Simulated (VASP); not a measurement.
## AlIn7: relaxation of cell and atoms with PBE

The system is AlIn7.

```xyz
8
Lattice="0.0000 4.8320 4.8320 4.8320 0.0000 4.8320 4.8320 4.8320 0.0000" Properties=species:S:1:pos:R:3 pbc="T T T"
Al    4.8320    4.8320    4.8320
In    6.8478    4.8320    4.8320
In    2.8162    4.8320    4.8320
In    4.8320    6.8478    4.8320
In    4.8320    2.8162    4.8320
In    4.8320    4.8320    6.8478
In    4.8320    4.8320    2.8162
In    0.0000    0.0000    0.0000
```

The cell was built from a structure type or drawn by symmetry, and may not be a known phase.

```json
{
 "Program": "VASP 6.6.1",
 "Task": "relaxation of cell and atoms",
 "Functional": "PBE",
 "Potentials or basis": "VASP PAW PBE potentials, release 64 (Al, In_d)",
 "Cutoff": "600 eV",
 "k mesh": "3 × 3 × 3",
 "Occupations": "gaussian, width 0.2 eV",
 "Spin": "no spin polarisation",
 "Dipole correction": "no",
 "Further INCAR settings": "ALGO = Normal; EDIFF = 1e-07; IBRION = 2; EDIFFG = -0.08; NSW = 36; ISIF = 3"
}
```

| Property | Result |
| --- | --- |
| Relaxed volume | 44.26 Å³/atom |
| Relaxed cell | a = 7.941 Å, b = 7.941 Å, c = 7.941 Å, α = 60.00°, β = 60.00°, γ = 60.00° |
| Space group after relaxing (to 0.1 Å) | Fm-3m (No. 225) |
| Energy gained by relaxing | 2039.5 meV/atom |
| Ionic steps | 7 |
| Pressure after relaxing | -0.1 GPa |
| Largest force after relaxing | 0.036 eV/Å |
| Band gap on the k mesh | zero (bands 47 and 48 overlap by 0.92 eV) |

Forces in eV/Å, atoms in the order of the input:
```
Al   0.000  0.000  0.000
In  -0.036  0.000  0.000
In   0.036  0.000  0.000
In   0.000 -0.036  0.000
In   0.000  0.036  0.000
In   0.000  0.000 -0.036
In   0.000  0.000  0.036
In   0.000  0.000  0.000
```

Step by step:
```csv
step,energy change (eV),largest force (eV/Å),pressure (GPa),volume (Å³)
1,0.0000,11.7025,36.53,225.64
2,-14.0960,0.6172,-1.47,507.55
3,-16.2882,0.2686,0.09,350.40
4,-16.2938,0.2261,0.23,347.54
5,-16.2954,0.1822,0.38,344.75
6,-16.3099,0.1129,0.16,348.92
7,-16.3159,0.0364,-0.07,354.08
```

Final structure:
```cif
data_structure
_symmetry_space_group_name_H-M 'P 1'
_symmetry_Int_Tables_number 1
_cell_length_a 7.9409
_cell_length_b 7.9409
_cell_length_c 7.9409
_cell_angle_alpha 60.000
_cell_angle_beta 60.000
_cell_angle_gamma 60.000
_cell_volume 354.08
loop_
_atom_site_label
_atom_site_type_symbol
_atom_site_fract_x
_atom_site_fract_y
_atom_site_fract_z
_atom_site_occupancy
Al1 Al 0.50000 0.50000 0.50000 1
In1 In 0.25760 0.74240 0.74240 1
In2 In 0.74240 0.25760 0.25760 1
In3 In 0.74240 0.25760 0.74240 1
In4 In 0.25760 0.74240 0.25760 1
In5 In 0.74240 0.74240 0.25760 1
In6 In 0.25760 0.25760 0.74240 1
In7 In 0.00000 0.00000 0.00000 1
```

Levels at points of the mesh, in eV from the Fermi level:
| k point | band 45 | band 46 | band 47 | band 48 | band 49 | band 50 |
| --- | --- | --- | --- | --- | --- | --- |
| (0.00, 0.00, 0.00) | -2.26 | -0.84 | -0.84 | -0.84 | -0.45 | 2.81 |

It took 7.6 min on 1 thread of Intel(R) Xeon(R) Platinum 8488C (Sapphire Rapids) (shared host), peak memory 0.46 GiB.

Caveat: the k points lie up to 0.32 Å⁻¹ apart in the final cell, too coarse for converged energies and pressures of a metal; the volume moved by over 15 % at a fixed basis, so the end points are rough; spin-orbit coupling is left out, which moves the levels of the heavy elements; the relaxation stopped at a loose force limit of 0.08 eV/Å, so its end isn't a converged minimum.
